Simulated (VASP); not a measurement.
The system is HgTe.

```
Hg Te
1.0
     0.00000    3.18000    3.18000
     3.18000    0.00000    3.18000
     3.18000    3.18000    0.00000
Hg Te
1 1
Cartesian
  0.0000 0.0000 0.0000
  3.1800 3.1800 3.1800
```

| Item | Value |
| --- | --- |
| Program | VASP 6.6.1 |
| Task | relaxation of cell and atoms |
| Functional | revPBE |
| Dispersion | D3(BJ) |
| Potentials or basis | VASP PAW PBE potentials, release 64 (Hg, Te) |
| Cutoff | 600 eV |
| k mesh | 7 × 7 × 7 |
| Occupations | fermi-dirac, width 0.05 eV |
| Spin | no spin polarisation |

At the start: pressure -6.3 GPa; volume 32.16 Å³/atom.

Where does the relaxation end?

Over 3 steps the energy falls by 121.0 meV/atom and the volume is 27.06 Å³/atom (-15.9 %); space group Fm-3m (No. 225, to 0.05 Å).

Step by step:
```tsv
step	energy change (eV)	largest force (eV/Å)	pressure (GPa)	volume (Å³)
1	0.0000	0.0000	-6.31	64.31
2	-0.2393	0.0000	1.02	53.23
3	-0.2420	0.0000	0.02	54.11
```

Final structure:
```cif
data_structure
_symmetry_space_group_name_H-M 'P 1'
_symmetry_Int_Tables_number 1
_cell_length_a 4.2455
_cell_length_b 4.2455
_cell_length_c 4.2455
_cell_angle_alpha 60.000
_cell_angle_beta 60.000
_cell_angle_gamma 60.000
_cell_volume 54.11
loop_
_atom_site_label
_atom_site_type_symbol
_atom_site_fract_x
_atom_site_fract_y
_atom_site_fract_z
_atom_site_occupancy
Hg1 Hg 0.00000 0.00000 0.00000 1
Te1 Te 0.50000 0.50000 0.50000 1
```

Caveat: the volume moved by over 15 % at a fixed basis, so the end points are rough; the PAW data sets were made with another functional, which shifts forces and pressure a little; the volume moved by -16 % from the deposited cell, more than functionals usually miss; pairwise dispersion overbinds metals, which lowers pressure and volume.
